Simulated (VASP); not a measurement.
Wanted: the native input for a VASP 6.6.1 run.

| Quantity | Value |
| --- | --- |
| Task | electric field gradients |
| Functional | PBE |
| Potentials or basis | VASP PAW PBE potentials, release 64 (Ag, Cl) |
| Cutoff | 400 eV |
| k mesh | 8 × 8 × 8 |
| Occupations | fermi-dirac, width 0.02 eV |
| Spin | no spin polarisation |
| Dipole correction | no |
| Further INCAR settings | ALGO = Normal; EDIFF = 1e-08; NBANDS = 16 |

The structure of AgCl lies in POSCAR:

```
AgCl
1.0
    0.0000000000      2.8008815000      2.7731500000
    2.8008815000      0.0000000000      2.7731500000
    2.8008815000      2.8008815000      0.0000000000
Ag Cl
1 1
Direct
    0.5000000000      0.5000000000      0.5000000000
    0.0000000000      0.0000000000      0.0000000000
```

This cell differs from its parent crystal: equal xx and yy strain of +1 %.

The input as run:

INCAR

```
SYSTEM = AgCl
  ALGO = Normal
  EDIFF = 1E-8
  ENCUT = 400
  GGA = PE
  GGA_COMPAT = .False.
  ISIF = 2
  ISMEAR = -1
  LASPH = .True.
  LCHARG = .False.
  LEFG = .True.
  LREAL = .False.
  LWAVE = .False.
  NBANDS = 16
  NELM = 120
  PREC = Accurate
  SIGMA = 0.02
```

KPOINTS

```
k-points
0
Gamma
  8 8 8
  0 0 0
```

Potentials or basis: VASP PAW PBE potentials, release 64 (Ag, Cl).

The run is started by

```bash
$ cat potpaw_PBE.64/Ag/POTCAR potpaw_PBE.64/Cl/POTCAR > POTCAR
$ mpirun -np 1 vasp_std > vasp.out
```

Results of the run:

```json
{
 "Pressure": "0.4 GPa",
 "Band gap on the k mesh": "0.88 eV, indirect (least direct gap 3.12 eV)"
}
```

Caveat: the cell differs from its parent crystal (equal xx and yy strain of +1 %); without QUAD_EFG the Cq values of the log hold for a quadrupole moment of 1 mb, not for the nuclei.

Run time: 15 s on 1 thread of Intel(R) Xeon(R) 6975P-C (Granite Rapids) (shared host), peak memory 0.16 GiB.
